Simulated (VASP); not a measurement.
Wanted: the native input for a VASP 6.6.1 run.

* Task: single point
* Functional: PBE
* Potentials or basis: VASP PAW PBE potentials, release 64 (Ni)
* Cutoff: 520 eV
* k mesh: 13 × 13 × 13
* Occupations: fermi-dirac, width 0.05 eV
* Spin: collinear spin, ferromagnetic start
* Starting moments: [1.0] μB
* Dipole correction: no
* Further INCAR settings: ALGO = Normal; EDIFF = 1e-06; NBANDS = 15

The structure of Ni lies in POSCAR:

```
Ni
1.0
   -1.4108540358      1.4108540358      1.4108540358
    1.4108540358     -1.4108540358      1.4108540358
    1.4108540358      1.4108540358     -1.4108540358
Ni
1
Direct
    0.0000000000      0.0000000000      0.0000000000
```

This cell differs from its parent crystal: volume scaled by 1.06.

The input as run:

INCAR

```
  ALGO = Normal
  EDIFF = 1E-6
  ENCUT = 520
  GGA = PE
  ISIF = 2
  ISMEAR = -1
  ISPIN = 2
  LASPH = True
  LCHARG = True
  LELF = True
  LMAXMIX = 4
  LORBIT = 11
  LREAL = False
  LVHAR = True
  LWAVE = False
  MAGMOM = 1
  NBANDS = 15
  NELM = 150
  PREC = Accurate
  SIGMA = 0.05
```

KPOINTS

```
k-points
0
Gamma
  13 13 13
```

Potentials or basis: VASP PAW PBE potentials, release 64 (Ni).

Command:

```bash
$ cat potpaw_PBE.64/Ni/POTCAR > POTCAR
$ mpirun -np 1 vasp_std > vasp.out
```

It gave:

The pressure is -3.8 GPa. The net moment is 0.60 μB per cell, the site moments are Ni +0.61 μB and the valence electrons inside the program's atomic spheres are Ni 9.26.

Wall time 63 s on 1 thread of AMD EPYC 7R13 (shared host), peak memory 0.11 GiB.
